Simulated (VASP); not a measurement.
Here is a VASP 6.6.1 calculation.

INCAR

```
ALGO = Normal ; EDIFF = 1E-6
ENCUT = 520 ; GGA = PE
ISIF = 2 ; ISMEAR = -1
LASPH = True ; LCHARG = False
LREAL = False ; LWAVE = False
NBANDS = 20 ; NELM = 80
PREC = Accurate ; SIGMA = 0.1
```

KPOINTS

```
k-points
0
Gamma
  6 6 8
```

POSCAR

```
Cs
1.0
    9.0115575745      0.0000000000      0.0000000000
   -4.5057787873      7.8042377872      0.0000000000
    0.0000000000      0.0000000000      5.4140305003
Cs
3
Direct
    1.0000000000      1.0000000000      0.0000000000
    0.3333333333      0.6666666667      0.5000000000
    0.6666666667      0.3333333333      0.5000000000
```

Potentials or basis: VASP PAW PBE potentials, release 64 (Cs_sv).

The run is started by

```sh
$ cat potpaw_PBE.64/Cs_sv/POTCAR > POTCAR
$ mpirun -np 1 vasp_std > vasp.out
```

Problem. Predict the pressure.

Solution. -0.1 GPa.

Problem. Predict the band gap on the k mesh.

Solution. Zero (an odd number of electrons rules out a gap without spin polarisation).

Caveat: spin-orbit coupling is left out, which moves the levels of the heavy elements.
